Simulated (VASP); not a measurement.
Write the native input for VASP 6.6.1 that does the following.

```
Task                               : single point
Functional                         : PBEsol-based global hybrid with 25 % exact exchange
Potentials or basis                : VASP PAW PBE potentials, release 64 (Sn_d)
Cutoff                             : 520 eV
k mesh                             : 5 × 5 × 5
Occupations                        : fermi-dirac, width 0.05 eV
Spin                               : no spin polarisation
Dipole correction                  : no
Grid for exact exchange (PRECFOCK) : Normal
Share of exact exchange            : 0.25
Further INCAR settings             : ALGO = Normal; EDIFF = 1e-06; NBANDS = 13
```

Crystal: Sn.

```xyz
1
Lattice="-1.9952 1.9952 1.6872 1.9952 -1.9952 1.6872 1.9952 1.9952 -1.6872" Properties=species:S:1:pos:R:3 pbc="T T T"
Sn    0.0000    0.0000    0.0000
```

These files were run (other wordings do the same):

POSCAR

```
Sn
1.0
   -1.9952025278      1.9952025278      1.6872268166
    1.9952025278     -1.9952025278      1.6872268166
    1.9952025278      1.9952025278     -1.6872268166
Sn
1
Direct
    0.0000000000      0.0000000000      0.0000000000
```

INCAR.step1

```
PREC = Accurate
ENCUT = 520
EDIFF = 1E-5
ISMEAR = -1
SIGMA = 0.05
LREAL = False
LASPH = True
NELM = 80
ALGO = Normal
ISIF = 2
LWAVE = True
NBANDS = 13
GGA = PE
```

INCAR.step2

```
PREC = Accurate
ENCUT = 520
EDIFF = 1E-6
ISMEAR = -1
SIGMA = 0.05
LREAL = False
LASPH = True
NELM = 80
ALGO = Normal
ISIF = 2
LWAVE = False
LCHARG = True
GGA = PS
LHFCALC = True
AEXX = 0.25
PRECFOCK = Normal
LELF = True
LVHAR = True
NBANDS = 13
ISTART = 1
```

KPOINTS

```
regular mesh
0
Gamma
  5 5 5
```

Potentials or basis: VASP PAW PBE potentials, release 64 (Sn_d).

Command:

```console
$ cat potpaw_PBE.64/Sn_d/POTCAR > POTCAR
$ cp INCAR.step1 INCAR
$ mpirun -np 1 vasp_std > vasp.out
$ cp INCAR.step2 INCAR
$ mpirun -np 1 vasp_std > vasp.out
```

It gave:

```json
{
  "Pressure": "-0.2 GPa",
  "Band gap on the k mesh": "zero (bands 7 and 8 overlap by 9.77 eV)"
}
```

Caveat: the k points lie up to 0.49 Å⁻¹ apart, too coarse for converged energies and pressures of a metal; the PAW data sets were made with another functional, which shifts forces and pressure a little; spin-orbit coupling is left out, which moves the levels of the heavy elements.

Wall time 11 min on 1 thread of Intel(R) Xeon(R) Platinum 8259CL CPU @ 2.50GHz (Skylake/Cascade Lake), on a shared host, peak memory 0.15 GiB.
